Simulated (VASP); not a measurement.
Runs of VASP 6.6.1 on ZnSe. It takes space group F-43m (No. 216, cubic). The conventional cell has a = 5.633 Å, b = 5.633 Å, c = 5.633 Å, α = 90.00°, β = 90.00°, γ = 90.00°. Zn (site symmetry -43m) has 4 Se at 2.44 Å within 3.2 Å. Se (site symmetry -43m) has 4 Zn at 2.44 Å within 3.2 Å. 

| level | potentials or basis | cutoff (eV) | gap on the mesh (eV) | pressure (GPa) |
| --- | --- | --- | --- | --- |
| r2SCAN | VASP PAW PBE potentials, release 64 (Zn, Se) | 520 | 1.95 | (a) |
| LDA | VASP PAW LDA potentials, release 64 (Zn, Se) | 500 | 1.14 | -2.0 |
| PBEsol | VASP PAW PBE potentials, release 64 (Zn, Se) | 520 | 1.24 | (c) |
| PBE | VASP PAW PBE potentials, release 64 (Zn, Se) | 500 | (b) | 3.6 |

Alike in all rows: task single point; no spin polarisation; cell as given; k mesh 7 × 7 × 7; smearing fermi-dirac 0.05 eV.

Task: Estimate the missing entries.

Result: (a) 1.3; (b) 1.36; (c) 0.3.

Caveats: the PAW data sets were made with another functional, which shifts forces and pressure a little (some runs).

A k mesh can miss the band edges, and the runs leave out spin-orbit coupling on Se.
